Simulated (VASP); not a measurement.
Input of a VASP 6.6.1 run:

File POSCAR:

```
Rh
1.0
    4.2447595800      0.0000000000      0.0000000000
   -2.1223797900      3.6760696292      0.0000000000
    0.0000000000      0.0000000000      2.6046735273
Rh
3
Direct
    1.0000000000      1.0000000000      0.0000000000
    0.3333333333      0.6666666667      0.5000000000
    0.6666666667      0.3333333333      0.5000000000
```

The input INCAR.step1:

```
  PREC = Accurate
  ENCUT = 520
  ISMEAR = -1
  SIGMA = 0.1
  LREAL = False
  LASPH = True
  NELM = 80
  NBANDS = 30
  GGA = PE
  ALGO = Normal
  EDIFF = 1E-4
  LWAVE = True
  LCHARG = False
```

Contents of INCAR.step2:

```
  PREC = Accurate
  ENCUT = 520
  EDIFF = 1E-6
  ISMEAR = -1
  SIGMA = 0.1
  LREAL = False
  LASPH = True
  NELM = 80
  ALGO = Normal
  ISIF = 2
  LWAVE = False
  LCHARG = True
  METAGGA = R2SCAN
  LMIXTAU = True
  LELF = True
  LVHAR = True
  NBANDS = 30
  ISTART = 1
```

KPOINTS

```
Automatic mesh
0
Gamma
  10 10 13
```

Potentials or basis: VASP PAW PBE potentials, release 64 (Rh_pv).

Command:

```console
$ cat potpaw_PBE.64/Rh_pv/POTCAR > POTCAR
$ cp INCAR.step1 INCAR
$ mpirun -np 1 vasp_std > vasp.out
$ cp INCAR.step2 INCAR
$ mpirun -np 1 vasp_std > vasp.out
```

Q: Estimate the band gap on the k mesh.

A: Zero (an odd number of electrons rules out a gap without spin polarisation).

Q: What does it give for the pressure?

A: 13.4 GPa.

Stress tensor (GPa, compression positive):
```
14.11  0.00  0.00
 0.00 14.11  0.00
 0.00  0.00 12.01
```

Caveat: the cell stands under pressure; the PAW data sets were made with another functional, which shifts forces and pressure a little.
